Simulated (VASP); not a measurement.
ScClO:

```xyz
6
Lattice="3.5714 0.0000 0.0000 0.0000 3.5714 0.0000 0.0000 0.0000 7.9561" Properties=species:S:1:pos:R:3 pbc="T T T"
Sc    0.0000    1.7857    1.0706
Sc    1.7857    0.0000    6.8855
Cl    0.0000    1.7857    5.3834
Cl    1.7857    0.0000    2.5727
O     1.7857    1.7857    0.0000
O     0.0000    0.0000    0.0000
```

* Program: VASP 6.6.1
* Task: relaxation of cell and atoms
* Functional: LDA
* Potentials or basis: VASP PAW LDA potentials, release 64 (Sc_sv, Cl, O)
* Cutoff: 600 eV
* k mesh: 6 × 6 × 3
* Occupations: fermi-dirac, width 0.02 eV
* Spin: no spin polarisation

At the start: pressure -7.3 GPa; volume 16.91 Å³/atom.

Question: Where does the relaxation end?

Answer: Over 26 steps the energy falls by 32.4 meV/atom and the volume is 14.99 Å³/atom (-11.4 %); space group P4/nmm (No. 129, to 0.1 Å) before and after.

The path:
```tsv
step	energy change (eV)	largest force (eV/Å)	pressure (GPa)	volume (Å³)
1	0.0000	0.6418	-7.33	101.48
2	-0.0029	1.7907	8.09	90.53
3	-0.1547	0.4850	-0.48	95.73
4	-0.1547	0.5104	-0.32	95.62
5	-0.1711	0.1814	-0.09	94.64
6	-0.1729	0.0906	0.03	94.18
7	-0.1744	0.0894	-0.19	94.18
8	-0.1765	0.0932	-0.87	94.16
9	-0.1770	0.0861	-0.83	94.09
10	-0.1784	0.0885	-0.74	93.89
11	-0.1808	0.0921	-0.55	93.50
12	-0.1842	0.0993	-0.16	92.71
13	-0.1851	0.3118	0.71	91.13
14	-0.1857	0.2361	0.39	91.70
15	-0.1871	0.2233	0.35	91.48
16	-0.1902	0.1883	0.25	90.81
17	-0.1923	0.1298	0.12	89.47
18	-0.1923	0.1364	0.14	89.63
19	-0.1934	0.0657	-0.07	89.81
20	-0.1940	0.0394	-0.37	90.08
21	-0.1944	0.0261	-0.09	89.96
22	-0.1945	0.0219	0.00	89.92
23	-0.1945	0.0225	-0.01	89.92
24	-0.1945	0.0228	-0.02	89.92
25	-0.1945	0.0125	0.01	89.92
26	-0.1945	0.0093	0.03	89.92
```

Final structure:
```
Sc Cl O
1.0
     3.49503    0.00000    0.00000
     0.00000    3.49503    0.00000
     0.00000    0.00000    7.36094
Sc Cl O
2 2 2
Direct
  0.00000 0.50000 0.14354
  0.50000 0.00000 0.85646
  0.00000 0.50000 0.66327
  0.50000 0.00000 0.33673
  0.50000 0.50000 0.00000
  0.00000 0.00000 0.00000
```
